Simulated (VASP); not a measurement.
The system is GaN.

```
CELL_PARAMETERS angstrom
0.00000 2.13524 2.13524
2.13524 0.00000 2.13524
2.13524 2.13524 0.00000
ATOMIC_POSITIONS crystal
Ga 0.00000 0.00000 0.00000
N 0.50000 0.50000 0.50000
```

| Item | Value |
| --- | --- |
| Program | VASP 6.6.1 |
| Task | relaxation of cell and atoms |
| Functional | PBEsol |
| Potentials or basis | VASP PAW PBE potentials, release 64 (Ga_d, N) |
| Cutoff | 600 eV |
| k mesh | 8 × 8 × 8 |
| Occupations | gaussian, width 0.01 eV |
| Spin | no spin polarisation |

At the start: pressure -7.5 GPa; volume 9.74 Å³/atom.

Problem. Where does the relaxation end?

Solution. Over 3 steps the energy falls by 8.1 meV/atom and the volume is 9.40 Å³/atom (-3.4 %); space group Fm-3m (No. 225, to 0.05 Å).

The path:
```tsv
step	energy change (eV)	largest force (eV/Å)	pressure (GPa)	volume (Å³)
1	0.0000	0.0000	-7.49	19.47
2	-0.0020	0.0000	7.89	18.21
3	-0.0161	0.0000	-0.03	18.81
```

Final structure:
```yaml
crystal:
  lattice:
    - [0.00000, 2.11067, 2.11067]
    - [2.11067, 0.00000, 2.11067]
    - [2.11067, 2.11067, 0.00000]
  atoms:
    - { symbol: Ga, position: [0.00000, 0.00000, 0.00000] }
    - { symbol: N, position: [0.50000, 0.50000, 0.50000] }
```

Caveat: the PAW data sets were made with another functional, which shifts forces and pressure a little.
